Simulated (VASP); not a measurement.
In:

```
CELL_PARAMETERS angstrom
-1.62547 1.62547 2.47370
1.62547 -1.62547 2.47370
1.62547 1.62547 -2.47370
ATOMIC_POSITIONS crystal
In 0.00000 0.00000 0.00000
```

- Program: VASP 6.6.1
- Task: relaxation of cell and atoms
- Functional: LDA
- Potentials or basis: VASP PAW LDA potentials, release 64 (In_d)
- Cutoff: 600 eV
- k mesh: 18 × 18 × 18
- Occupations: fermi-dirac, width 0.05 eV
- Spin: no spin polarisation

At the start: pressure -2.5 GPa; volume 26.14 Å³/atom.

**Question.** Where does the relaxation end?

**Answer.** Over 11 steps the energy falls by 13.9 meV/atom and the volume is 24.61 Å³/atom (-5.8 %); space group I4/mmm (No. 139, to 0.1 Å) before and after.

The path:
| step | energy change (eV) | largest force (eV/Å) | pressure (GPa) | volume (Å³) |
| --- | --- | --- | --- | --- |
| 1 | 0.0000 | 0.0000 | -2.51 | 26.14 |
| 2 | -0.0126 | 0.0000 | 0.05 | 24.62 |
| 3 | -0.0126 | 0.0000 | -0.04 | 24.64 |
| 4 | -0.0128 | 0.0000 | -0.06 | 24.63 |
| 5 | -0.0135 | 0.0000 | -0.03 | 24.60 |
| 6 | -0.0136 | 0.0000 | 0.20 | 24.53 |
| 7 | -0.0139 | 0.0000 | 0.14 | 24.56 |
| 8 | -0.0139 | 0.0000 | 0.07 | 24.56 |
| 9 | -0.0139 | 0.0000 | 0.10 | 24.56 |
| 10 | -0.0139 | 0.0000 | -0.15 | 24.68 |
| 11 | -0.0139 | 0.0000 | -0.04 | 24.61 |

Final structure:
```
In
1.0
    -1.57677    1.57677    2.47510
     1.57677   -1.57677    2.47510
     1.57677    1.57677   -2.47510
In
1
Direct
  0.00000 0.00000 0.00000
```
